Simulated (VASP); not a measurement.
# Ga2SnH6 (Fm-3m) in VASP: a series of runs

Ga2SnH6 is run at these levels: PBE; tasks: single point, relaxation of cell and atoms.

All numbers are computed with VASP 6.6.1; they aren't measurements. Logs are shortened: lines on timing, memory, paths and dates and some standing lists are left out, and cuts for length are marked.

### Step 1. The cell of the first run

Symmetry: Fm-3m, No. 225, cubic system. The conventional cell has a = 7.524 Å, b = 7.524 Å, c = 7.524 Å, α = 90.00°, β = 90.00°, γ = 90.00°. Ga (site symmetry -43m) has 6 H at 1.88 Å within 2.5 Å. Within 3.5 Å of Sn (site symmetry m-3m) lie 12 H at 2.66 Å and 8 Ga at 3.26 Å. Within 2.5 Å of H (site symmetry mmm) lie 2 Ga at 1.88 Å.

### Step 2. Single point, PBE

The input, INCAR:

```
SYSTEM = Ga2SnH6
ALGO = Normal
EDIFF = 1E-6
ENCUT = 520
GGA = PE
ISIF = 2
ISMEAR = 0
LASPH = .TRUE.
LCHARG = .FALSE.
LREAL = .FALSE.
LWAVE = .FALSE.
NBANDS = 33
NELM = 100
PREC = Accurate
SIGMA = 0.1
```

The input, KPOINTS:

```
k-points
0
G
  10 10 10
  0 0 0
```

The input, POSCAR:

```
Ga2SnH6
1.0
    0.0000000000      3.7617661341      3.7617661341
    3.7617661341      0.0000000000      3.7617661341
    3.7617661341      3.7617661341      0.0000000000
Ga Sn H
2 1 6
Direct
    0.7500000000      0.7500000000      0.7500000000
    0.2500000000      0.2500000000      0.2500000000
    0.0000000000      0.0000000000      0.0000000000
    0.5000000000      0.0000000000      0.0000000000
    0.0000000000      0.5000000000      0.0000000000
    0.0000000000      0.0000000000      0.5000000000
    0.0000000000      0.5000000000      0.5000000000
    0.5000000000      0.0000000000      0.5000000000
    0.5000000000      0.5000000000      0.0000000000
```

Potentials or basis: VASP PAW PBE potentials, release 64 (Ga_d, Sn_d, H).

Run with:

```bash
$ cat potpaw_PBE.64/Ga_d/POTCAR potpaw_PBE.64/Sn_d/POTCAR potpaw_PBE.64/H/POTCAR > POTCAR
$ mpirun -np 1 vasp_std > vasp.out
```

OUTCAR:

```text
SYSTEM = Ga2SnH6
   EDIFF = 1E-6
   ENCUT = 520
   GGA = PE
   ISIF = 2
   ISMEAR = 0
   LASPH = .TRUE.
   LREAL = .FALSE.
   NELM = 100
   PREC = Accurate

 ion  position               nearest neighbor table
   1  0.750  0.750  0.750-   4 1.88   5 1.88   6 1.88   7 1.88   8 1.88   9 1.88   3 3.26   3 3.26
                             3 3.26   3 3.26
   2  0.250  0.250  0.250-   4 1.88   5 1.88   6 1.88   7 1.88   8 1.88   9 1.88   3 3.26   3 3.26
                             3 3.26   3 3.26
   3  0.000  0.000  0.000-   1 3.26   1 3.26   1 3.26   1 3.26   2 3.26   2 3.26   2 3.26   2 3.26

   4  0.500  0.000  0.000-   1 1.88   2 1.88
   5  0.000  0.500  0.000-   1 1.88   2 1.88
   6  0.000  0.000  0.500-   1 1.88   2 1.88
   7  0.000  0.500  0.500-   1 1.88   2 1.88
   8  0.500  0.000  0.500-   1 1.88   2 1.88
   9  0.500  0.500  0.000-   1 1.88   2 1.88

  LATTYP: Found a face centered cubic cell.
 ALAT       =     7.5235322682

  Lattice vectors:

 A1 = (   0.0000000000,   3.7617661341,   3.7617661341)
 A2 = (   3.7617661341,   0.0000000000,   3.7617661341)
 A3 = (   3.7617661341,   3.7617661341,   0.0000000000)

Analysis of symmetry for initial positions (statically):
=====================================================================
 Subroutine PRICEL returns:
 Original cell was already a primitive cell.

 Routine SETGRP: Setting up the symmetry group for a
 face centered cubic supercell.

 Subroutine GETGRP returns: Found 48 space group operations
[... 9 lines left out ...]

 Routine SETGRP: Setting up the symmetry group for a
 face centered cubic supercell.

 Subroutine GETGRP returns: Found 48 space group operations
[... 11 lines left out ...]
                                     Primitive cell

  volume of cell :     106.4646

  direct lattice vectors                    reciprocal lattice vectors
     0.000000000  3.761766134  3.761766134    -0.132916290  0.132916290  0.132916290
     3.761766134  0.000000000  3.761766134     0.132916290 -0.132916290  0.132916290
     3.761766134  3.761766134  0.000000000     0.132916290  0.132916290 -0.132916290

  length of vectors
     5.319940685  5.319940685  5.319940685     0.230217768  0.230217768  0.230217768

  position of ions in fractional coordinates (direct lattice)
     0.750000000  0.750000000  0.750000000
     0.250000000  0.250000000  0.250000000
     0.000000000  0.000000000  0.000000000
     0.500000000  0.000000000  0.000000000
     0.000000000  0.500000000  0.000000000
     0.000000000  0.000000000  0.500000000
     0.000000000  0.500000000  0.500000000
     0.500000000  0.000000000  0.500000000
     0.500000000  0.500000000  0.000000000

  ion indices of the primitive-cell ions
   primitive index   ion index
                 1           1
                 2           2
                 3           3
                 4           4
                 5           5
                 6           6
                 7           7
                 8           8
                 9           9

----------------------------------------------------------------------------------------

 KPOINTS: k-points

Automatic generation of k-mesh.
 Grid dimensions read from file:
 generate k-points for:   10   10   10

 Generating k-lattice:

  Cartesian coordinates                     Fractional coordinates (reciprocal lattice)
    -0.013291629  0.013291629  0.013291629     0.100000000  0.000000000  0.000000000
     0.013291629 -0.013291629  0.013291629     0.000000000  0.100000000  0.000000000
     0.013291629  0.013291629 -0.013291629     0.000000000  0.000000000  0.100000000

  Length of vectors
     0.023021777  0.023021777  0.023021777

  Shift w.r.t. Gamma in fractional coordinates (k-lattice)
     0.000000000  0.000000000  0.000000000

 Subroutine IBZKPT returns following result:
 ===========================================

 Found     47 irreducible k-points:

 Following reciprocal coordinates:
            Coordinates               Weight
  0.000000  0.000000  0.000000      1.000000
  0.100000  0.000000  0.000000      8.000000
  0.200000  0.000000  0.000000      8.000000
  0.300000  0.000000  0.000000      8.000000
  0.400000  0.000000  0.000000      8.000000
  0.500000  0.000000  0.000000      4.000000
[... 16 lines left out ...]
  0.300000  0.300000  0.000000      6.000000
  0.400000  0.300000  0.000000     24.000000
 [... further k-points ...]
   k-points           NKPTS =     47   k-points in BZ     NKDIM =     47   number of bands    NBANDS=     33
   number of dos      NEDOS =    301   number of ions     NIONS =      9
   total plane-waves  NPLWV =  64000
   dimension x,y,z NGX =    40 NGY =   40 NGZ =   40
   dimension x,y,z NGXF=    80 NGYF=   80 NGZF=   80
   ions per type =               2   1   6
   NGX,Y,Z   is equivalent  to a cutoff of  12.50, 12.50, 12.50 a.u.
   NGXF,Y,Z  is equivalent  to a cutoff of  25.00, 25.00, 25.00 a.u.
 SYSTEM =  Ga2SnH6
   PREC   = accura    normal or accurate (medium, high low for compatibility)
   ISTART =      0    job   : 0-new  1-cont  2-samecut
   ICHARG =      2    charge: 1-file 2-atom 10-const
   ISPIN  =      1    spin polarized calculation?
   LNONCOLLINEAR =      F non collinear calculations
   LSORBIT =      F    spin-orbit coupling
   LASPH  =      T    aspherical Exc in radial PAW
   ENCUT  =  520.0 eV  38.22 Ry    6.18 a.u.   9.89  9.89  9.89*2*pi/ulx,y,z
   NELM   =    100;   NELMIN=  2; NELMDL= -5     # of ELM steps
   EDIFF  = 0.1E-05   stopping-criterion for ELM
   LREAL  =      F    real-space projection
   EDIFFG = 0.1E-04   stopping-criterion for IOM
   NSW    =      0    number of steps for IOM
   IBRION =     -1    ionic relax: 0-MD 1-quasi-New 2-CG
   NFREE  =      0    steps in history (QN), initial steepest desc. (CG)
   ISIF   =      2    stress and relaxation
   ISYM   =      2    0-nonsym 1-usesym 2-fastsym
   POTIM  = 0.5000    time-step for ionic-motion
   TEBEG  =    0.0;   TEEND  =   0.0 temperature during run
   PSTRESS=    0.0 pullay stress
   NELECT =      46.0000    total number of electrons
   NUPDOWN=      -1.0000    fix difference up-down
   EMIN   =  10.00;   EMAX   =-10.00  energy-range for DOS
   EFERMI =   0.00;   METHOD = LEGACY
   ISMEAR =     0;   SIGMA  =   0.10  broadening in eV -4-tet -1-fermi 0-gaus
   EFERMI_NEDOS =   21; number of points for ismear=-14 and -15
   IALGO  =     38    algorithm
   IMIX   =      4    mixing-type and parameters
     AMIX     =   0.40;   BMIX     =  1.00
     AMIX_MAG =   1.60;   BMIX_MAG =  1.00
  volume/ion in A,a.u.               =      11.83        79.83
  Fermi-wavevector in a.u.,A,eV,Ry     =   1.237634  2.338790 20.840568  1.531739
  Thomas-Fermi vector in A             =   2.372193
   LORBIT       =      0    0 simple, 1 ext, 2 COOP (PROOUT), +10 PAW based schemes
   GGA     = PE    functional components
   LHFCALC =     F    Hartree Fock is set to
   AEXX    =    0.0000 exact exchange contribution
   IVDW    =     0    specifies the selected vdW correction
   LEPSILON=     F    determine dielectric tensor
   LRPA    =     F    only Hartree local field effects (RPA)
 non-spin polarized calculation
 Gauss-broadening in eV      SIGMA  =   0.10
  energy-cutoff  :      520.00
  volume of cell :      106.46
 maximum number of plane-waves:      2884
   NGX = 19   NGY = 19   NGZ = 19

 number of electron      46.0000002 magnetization

 Free energy of the ion-electron system (eV)
  ---------------------------------------------------
  ext. energy  EPLUGINS =         0.00000000
  ---------------------------------------------------
  free energy    TOTEN  =       -26.48377784 eV

  energy without entropy =      -26.47277072  energy(sigma->0) =      -26.47827428

 E-fermi :   3.9396     XC(G=0):  -9.1491

 val. band max:        3.9249845773   @ k =  -0.1000   0.1000   0.0000
 cond. band min:       3.9550433725   @ k =  -0.2000   0.1000   0.0000
 fundamental gap:      0.0300587952
 Fermi energy:         3.9396372359

 k-point     1 :       0.0000    0.0000    0.0000
  band No.  band energies     occupation
      1     -18.5995      2.00000
      2     -18.5995      2.00000
      3     -18.5995      2.00000
      4     -18.5917      2.00000
      5     -18.5917      2.00000
      6     -11.4105      2.00000
[... 25 lines left out ...]
     32      14.5063      0.00000
     33      14.5063      0.00000

 k-point     2 :       0.1000    0.0000    0.0000
  band No.  band energies     occupation
      1     -18.5994      2.00000
      2     -18.5993      2.00000
      3     -18.5993      2.00000
      4     -18.5917      2.00000
      5     -18.5917      2.00000
      6     -11.4070      2.00000
[... 25 lines left out ...]
     32      13.7758      0.00000
     33      13.7758      0.00000

 k-point     3 :       0.2000    0.0000    0.0000
  band No.  band energies     occupation
      1     -18.5992      2.00000
      2     -18.5989      2.00000
      3     -18.5989      2.00000
      4     -18.5915      2.00000
      5     -18.5915      2.00000
      6     -11.3967      2.00000
[... 25 lines left out ...]
     32      12.4464      0.00000
     33      12.4464      0.00000

 k-point     4 :       0.3000    0.0000    0.0000
  band No.  band energies     occupation
      1     -18.5990      2.00000
      2     -18.5985      2.00000
      3     -18.5985      2.00000
      4     -18.5913      2.00000
      5     -18.5913      2.00000
      6     -11.3804      2.00000
[... 25 lines left out ...]
     32      11.2003      0.00000
     33      12.4793      0.00000

 k-point     5 :       0.4000    0.0000    0.0000
  band No.  band energies     occupation
      1     -18.5989      2.00000
      2     -18.5982      2.00000
      3     -18.5982      2.00000
      4     -18.5911      2.00000
      5     -18.5911      2.00000
      6     -11.3592      2.00000
[... 604 lines left out ...]
 k-point    22 :      -0.2000    0.2000    0.0000
  band No.  band energies     occupation
      1     -18.5989      2.00000
      2     -18.5984      2.00000
      3     -18.5983      2.00000
      4     -18.5914      2.00000
      5     -18.5911      2.00000
      6     -11.3938      2.00000
[... 25 lines left out ...]
     32      12.3121      0.00000
     33      12.6143      0.00000

 k-point    23 :       0.3000    0.3000    0.0000
  band No.  band energies     occupation
      1     -18.6002      2.00000
      2     -18.5974      2.00000
      3     -18.5974      2.00000
      4     -18.5918      2.00000
      5     -18.5907      2.00000
      6     -11.4090      2.00000
[... 25 lines left out ...]
     32      11.6271      0.00000
     33      11.6290      0.00000

 k-point    24 :       0.4000    0.3000    0.0000
  band No.  band energies     occupation
      1     -18.6002      2.00000
      2     -18.5971      2.00000
      3     -18.5970      2.00000
      4     -18.5917      2.00000
      5     -18.5905      2.00000
      6     -11.4052      2.00000
[... 25 lines left out ...]
     32      10.8416      0.00000
     33      11.6319      0.00000

 [... further k-points ...]
[... 5 lines left out ...]
  --------------------------------------------------------------------------------------
  -------------------------------------------------------------------------------------
  Total       -0.0150229     -0.0150229     -0.0150229     -0.0000000     -0.0000000      0.0000000
  in kB       -0.2260790     -0.2260790     -0.2260790     -0.0000000     -0.0000000      0.0000000
  external PRESSURE =      -0.2260790 kB  Pullay stress =       0.0000000 kB

 VOLUME and BASIS-vectors are now :
 -----------------------------------------------------------------------------
  energy-cutoff  :      520.00
  volume of cell :      106.46
      direct lattice vectors                 reciprocal lattice vectors
     0.000000000  3.761766134  3.761766134    -0.132916290  0.132916290  0.132916290
     3.761766134  0.000000000  3.761766134     0.132916290 -0.132916290  0.132916290
     3.761766134  3.761766134  0.000000000     0.132916290  0.132916290 -0.132916290

 POSITION                                       TOTAL-FORCE (eV/Angst)
 -----------------------------------------------------------------------------------
      5.64265      5.64265      5.64265         0.000000      0.000000      0.000000
      1.88088      1.88088      1.88088        -0.000000     -0.000000     -0.000000
      0.00000      0.00000      0.00000        -0.000000      0.000000     -0.000000
      0.00000      1.88088      1.88088        -0.000000      0.000000     -0.000000
      1.88088      0.00000      1.88088        -0.000000      0.000000     -0.000000
      1.88088      1.88088      0.00000        -0.000000      0.000000     -0.000000
      3.76177      1.88088      1.88088        -0.000000      0.000000     -0.000000
      1.88088      3.76177      1.88088        -0.000000      0.000000     -0.000000
      1.88088      1.88088      3.76177        -0.000000      0.000000     -0.000000
 -----------------------------------------------------------------------------------
    total drift:                               -0.000000     -0.000000      0.000000

  FREE ENERGIE OF THE ION-ELECTRON SYSTEM (eV)
  ---------------------------------------------------
  free  energy   TOTEN  =       -26.4837778442 eV

  energy  without entropy=      -26.4727707247  energy(sigma->0) =      -26.47827428
```

Run time: 5.2 min. Hardware: 1 thread of AMD EPYC, shared host; peak memory 0.3 GiB.

Results:

```
Free energy            : -26.4838 eV
Pressure               : 0.0 GPa
Band gap on the k mesh : zero (band 23 reaches 6.13 eV, above the bottom of band 24 at 2.63 eV)
```

Levels at points of the mesh, in eV from the Fermi level:
```csv
k point,band 19,band 20,band 21,band 22,band 23,band 24,band 25,band 26,band 27,band 28
"(0.00, 0.00, 0.00)",-5.32,-4.60,-4.48,-2.00,-2.00,-1.31,-1.31,-1.31,2.49,2.49
"(0.50, 0.00, 0.00)",-4.82,-4.82,-4.25,-4.25,-1.04,0.56,1.11,1.11,3.84,5.06
"(0.50, 0.50, 0.00)",-6.30,-6.30,-3.80,-1.70,2.19,2.19,2.29,2.31,2.61,2.61
```

Caveat: spin-orbit coupling is left out, which moves the levels of the heavy elements.

### Step 3. Relaxation of cell and atoms, PBE

This run uses another cell than the first one, of 11.87 Å³/atom, 1.003 times its volume.

The input, INCAR:

```
  PREC = Accurate
  ENCUT = 600
  EDIFF = 1E-6
  ISMEAR = 0
  SIGMA = 0.1
  LREAL = False
  LASPH = True
  NELM = 100
  ALGO = Normal
  ISIF = 3
  LWAVE = False
  LCHARG = False
  GGA = PE
  IBRION = 2
  NSW = 100
  EDIFFG = -0.01
```

The input, KPOINTS:

```
regular mesh
0
Gamma
  10 10 10
```

POSCAR: that of step 2 with these lines changed.

```diff
@@ -2,5 +2,5 @@
 1.0
-    0.0000000000      3.7617661341      3.7617661341
-    3.7617661341      0.0000000000      3.7617661341
-    3.7617661341      3.7617661341      0.0000000000
+    0.0000000000      3.7657707860      3.7657707860
+    3.7657707860      0.0000000000      3.7657707860
+    3.7657707860      3.7657707860      0.0000000000
 Ga Sn H
```

Potentials or basis: VASP PAW PBE potentials, release 64 (Ga_d, Sn_d, H).

Run with:

```bash
$ cat potpaw_PBE.64/Ga_d/POTCAR potpaw_PBE.64/Sn_d/POTCAR potpaw_PBE.64/H/POTCAR > POTCAR
$ mpirun -np 1 vasp_std > vasp.out
```

OUTCAR:

```text
PREC = Accurate
   ENCUT = 600
   EDIFF = 1E-6
   ISMEAR = 0
   LREAL = False
   LASPH = True
   NELM = 100
   ISIF = 3
   GGA = PE
   IBRION = 2
   NSW = 100
   EDIFFG = -0.01

 ion  position               nearest neighbor table
   1  0.750  0.750  0.750-   4 1.88   5 1.88   6 1.88   7 1.88   8 1.88   9 1.88   3 3.26   3 3.26
                             3 3.26   3 3.26
   2  0.250  0.250  0.250-   4 1.88   5 1.88   6 1.88   7 1.88   8 1.88   9 1.88   3 3.26   3 3.26
                             3 3.26   3 3.26
   3  0.000  0.000  0.000-   1 3.26   1 3.26   1 3.26   2 3.26   2 3.26   2 3.26   2 3.26   1 3.26

[... 1019 lines left out ...]
  in kB        0.2182758      0.2182758      0.2182758      0.0000000     -0.0000000      0.0000000
  external PRESSURE =       0.2182758 kB  Pullay stress =       0.0000000 kB

 VOLUME and BASIS-vectors are now :
 -----------------------------------------------------------------------------
  energy-cutoff  :      600.00
  volume of cell :      106.65
      direct lattice vectors                 reciprocal lattice vectors
     0.000000000  3.763910914  3.763910914    -0.132840551  0.132840551  0.132840551
     3.763910914  0.000000000  3.763910914     0.132840551 -0.132840551  0.132840551
     3.763910914  3.763910914 -0.000000000     0.132840551  0.132840551 -0.132840551

 POSITION                                       TOTAL-FORCE (eV/Angst)
 -----------------------------------------------------------------------------------
      5.64587      5.64587      5.64587        -0.000000     -0.000000     -0.000000
      1.88196      1.88196      1.88196         0.000000      0.000000      0.000000
      3.76391      7.52782      3.76391        -0.000000      0.000000     -0.000000
      3.76391      5.64587      1.88196        -0.000000      0.000000     -0.000000
      5.64587      7.52782      5.64587        -0.000000      0.000000     -0.000000
      1.88196      5.64587      3.76391        -0.000000      0.000000     -0.000000
      3.76391      5.64587      5.64587        -0.000000      0.000000     -0.000000
      1.88196      3.76391      1.88196        -0.000000      0.000000     -0.000000
      5.64587      5.64587      3.76391        -0.000000      0.000000     -0.000000
 -----------------------------------------------------------------------------------
    total drift:                               -0.000000     -0.000000      0.000000

  FREE ENERGIE OF THE ION-ELECTRON SYSTEM (eV)
  ---------------------------------------------------
  free  energy   TOTEN  =       -26.4852179617 eV

  energy  without entropy=      -26.4741506756  energy(sigma->0) =      -26.47968432

 reached required accuracy - stopping structural energy minimisation
```

It took 12 min on 1 thread of AMD EPYC, shared host; peak memory 0.4 GiB.

Results:

- Free energy: -26.4852 eV
- Relaxed volume: 11.85 Å³/atom
- Relaxed cell: a = 5.323 Å, b = 5.323 Å, c = 5.323 Å, α = 60.00°, β = 60.00°, γ = 60.00°
- Space group after relaxing (to 0.05 Å): Fm-3m (No. 225)
- Energy gained by relaxing: 0.0 meV/atom
- Ionic steps: 2
- Pressure after relaxing: 0.0 GPa
- Band gap on the k mesh: zero (band 23 reaches 6.11 eV, above the bottom of band 24 at 2.62 eV)

Final structure:
```
Ga Sn H
1.0
     0.00000    3.76391    3.76391
     3.76391    0.00000    3.76391
     3.76391    3.76391    0.00000
Ga Sn H
2 1 6
Cartesian
  5.6459 5.6459 5.6459
  1.8820 1.8820 1.8820
  3.7639 7.5278 3.7639
  3.7639 5.6459 1.8820
  5.6459 7.5278 5.6459
  1.8820 5.6459 3.7639
  3.7639 5.6459 5.6459
  1.8820 3.7639 1.8820
  5.6459 5.6459 3.7639
```

Caveat: spin-orbit coupling is left out, which moves the levels of the heavy elements.
